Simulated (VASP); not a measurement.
ZnS, 4 atoms in the cell. The structure is hexagonal, space group P6_3/mmc (No. 194). Conventional cell: a = 3.516 Å, b = 3.516 Å, c = 5.760 Å, α = 90.00°, β = 90.00°, γ = 120.00°. Zn (site symmetry -3m) has 6 S at 2.49 Å and 2 Zn at 2.88 Å within 3.3 Å. S (site symmetry -6m2) has 6 Zn at 2.49 Å within 3.3 Å.  This cell differs from its parent crystal: volume changed by -6%.

* Program: VASP 6.6.1
* Task: single point
* Functional: r2SCAN
* Potentials or basis: VASP PAW PBE potentials, release 64 (Zn, S)
* Cutoff: 520 eV
* k mesh: 6 × 6 × 4
* Occupations: gaussian, width 0.01 eV
* Spin: no spin polarisation
* Dipole correction: no
* Further INCAR settings: ALGO = Normal; EDIFF = 1e-06; NBANDS = 26

Potentials or basis: VASP PAW PBE potentials, release 64 (Zn, S).

The run is started by

```bash
$ cat potpaw_PBE.64/Zn/POTCAR potpaw_PBE.64/S/POTCAR > POTCAR
$ cp INCAR.step1 INCAR
$ mpirun -np 1 vasp_std > vasp.out
$ cp INCAR.step2 INCAR
$ mpirun -np 1 vasp_std > vasp.out
```

Hardware: 1 thread of Intel Xeon 8259CL (shared host).

Q: How long does it take, and how much memory?

A: Wall time 4.4 min on 1 thread of Intel Xeon 8259CL, on a shared host, peak memory 0.21 GiB. Counts: k points 21.
